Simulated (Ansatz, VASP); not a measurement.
**Si in VASP and in Ansatz**

INCAR

```
ALGO = Normal
EDIFF = 1E-6
ENCUT = 520
GGA = PE
ISIF = 2
ISMEAR = -1
LASPH = T
LCHARG = T
LELF = T
LREAL = F
LVHAR = T
LWAVE = F
NBANDS = 11
NELM = 80
PREC = Accurate
SIGMA = 0.05
```

File KPOINTS:

```
k-points
0
Gamma
  11 10 6
```

The input POSCAR:

```
Si
1.0
    0.0000000000      0.0000000000      2.4663543900
    2.6205428100      0.0000000000      0.0000000000
    0.0000000000      4.5389133000      0.0000000000
Si
2
Direct
    0.8650043700      0.0204068500      0.9092805900
    0.1349956300      0.4795931500      0.5907194100
```

input.yaml

```yaml
crystal:
  lattice:
    - [0.0, 0.0, 2.46635439]
    - [2.62054281, 0.0, 0.0]
    - [0.0, 4.5389133, 0.0]
  atoms:
    - { symbol: Si, position: [0.86500437, 0.02040685, 0.90928059] }
    - { symbol: Si, position: [0.13499563, 0.47959315, 0.59071941] }
kpoints:
  mp_grid: { grid: [11, 10, 6] }
scf:
  occupations: { method: fermi_dirac, width: 0.05 }
hamiltonian:
  xc: pbe
  pseudopotentials: { kind: all_electron, lapw: { basis_error: 0.001 } }
output:
  forces: true
  stress: true
  eigenvalues: true
  populations: true
```

Change from the starting cell: all atoms moved at random, sigma 0.4 Å a component.

Alike in both runs: task single point; functional PBE; k mesh 11 × 10 × 6; occupations fermi-dirac, width 0.05 eV; no spin polarisation.

|  | VASP | Ansatz |
| --- | --- | --- |
| version | VASP 6.6.1 | Ansatz 0.2.0 |
| potentials or method | VASP PAW PBE potentials, release 64 (Si), cutoff 520 eV | all-electron LAPW, scalar-relativistic |

Ansatz gave:

| Quantity | Value |
| --- | --- |
| gap on the k mesh at the Fermi level (eV) | none |
| rms of the force components (eV/Å) | 4.676 |

Question: Estimate VASP's values.

Answer: gap on the k mesh at the Fermi level (eV): none; rms of the force components (eV/Å): 4.651.

Atom by atom the forces differ by 0.025 eV/Å (rms over components). A gap of «none» marks a metal or a gap that the smearing closes. Ansatz ran all-electron here, and VASP with PAW potentials.
